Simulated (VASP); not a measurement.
## Hf3S5: relaxation of cell and atoms with PBE

The system is Hf3S5.

```
Hf S
1.0
     0.00000    4.64090    4.64090
     4.64090    0.00000    4.64090
     4.64090    4.64090    0.00000
Hf S
3 5
Direct
  0.50000 0.50000 0.50000
  0.25000 0.25000 0.25000
  0.00000 0.00000 0.00000
  0.63048 0.63048 0.63048
  0.63048 0.63048 0.10857
  0.63048 0.10857 0.63048
  0.10857 0.63048 0.63048
  0.75000 0.75000 0.75000
```

The cell was generated, and may not be a known phase.

* Program: VASP 6.6.1
* Task: relaxation of cell and atoms
* Functional: PBE
* Potentials or basis: VASP PAW PBE potentials, release 64 (Hf_pv, S)
* Cutoff: 600 eV
* k mesh: 3 × 3 × 3
* Occupations: gaussian, width 0.2 eV
* Spin: no spin polarisation
* Dipole correction: no
* Further INCAR settings: ALGO = Normal; EDIFF = 1e-06; IBRION = 2; EDIFFG = -0.08; NSW = 36; ISIF = 3

```json
{
  "Relaxed volume": "35.42 Å³/atom",
  "Relaxed cell": "a = 7.373 Å, b = 7.373 Å, c = 7.373 Å, α = 60.00°, β = 60.00°, γ = 60.00°",
  "Space group after relaxing (to 0.1 Å)": "F-43m (No. 216)",
  "Energy gained by relaxing": "456.9 meV/atom",
  "Ionic steps": "6",
  "Pressure after relaxing": "0.2 GPa",
  "Largest force after relaxing": "0.069 eV/Å",
  "Band gap on the k mesh": "zero (bands 30 and 31 overlap by 0.01 eV)"
}
```

Forces on the atoms (eV/Å):
```
Hf   0.000  0.000  0.000
Hf   0.000  0.000  0.000
Hf   0.000  0.000  0.000
S    0.040  0.040  0.040
S   -0.040 -0.040  0.040
S   -0.040  0.040 -0.040
S    0.040 -0.040 -0.040
S    0.000  0.000  0.000
```

Step by step:
| step | energy change (eV) | largest force (eV/Å) | pressure (GPa) | volume (Å³) |
| --- | --- | --- | --- | --- |
| 1 | 0.0000 | 2.1799 | 17.86 | 199.91 |
| 2 | -2.5777 | 3.1097 | -1.55 | 291.84 |
| 3 | -2.9300 | 2.5722 | 2.03 | 259.92 |
| 4 | -3.6400 | 0.3967 | -0.48 | 287.48 |
| 5 | -3.6430 | 0.2768 | -0.59 | 289.41 |
| 6 | -3.6555 | 0.0689 | 0.17 | 283.38 |

Final structure:
```
CELL_PARAMETERS angstrom
0.00000 5.21332 5.21332
5.21332 0.00000 5.21332
5.21332 5.21332 0.00000
ATOMIC_POSITIONS crystal
Hf 0.50000 0.50000 0.50000
Hf 0.25000 0.25000 0.25000
Hf 0.00000 0.00000 0.00000
S 0.62832 0.62832 0.62832
S 0.62832 0.62832 0.11504
S 0.62832 0.11504 0.62832
S 0.11504 0.62832 0.62832
S 0.75000 0.75000 0.75000
```

Levels at points of the mesh, in eV from the Fermi level:
| k point | band 29 | band 30 | band 31 | band 32 | band 33 | band 34 |
| --- | --- | --- | --- | --- | --- | --- |
| (0.00, 0.00, 0.00) | -0.12 | -0.12 | 0.06 | 0.40 | 0.40 | 0.52 |

Run time: 4.1 min on 1 thread of Intel(R) Xeon(R) 6975P-C (Granite Rapids), with other jobs on the host, peak memory 0.42 GiB.

Caveat: the k points lie up to 0.35 Å⁻¹ apart in the final cell; the volume moved by over 15 % at a fixed basis, so the end points are rough; spin-orbit coupling is left out, which moves the levels of the heavy elements; the relaxation stopped at a loose force limit of 0.08 eV/Å, so its end isn't a converged minimum.
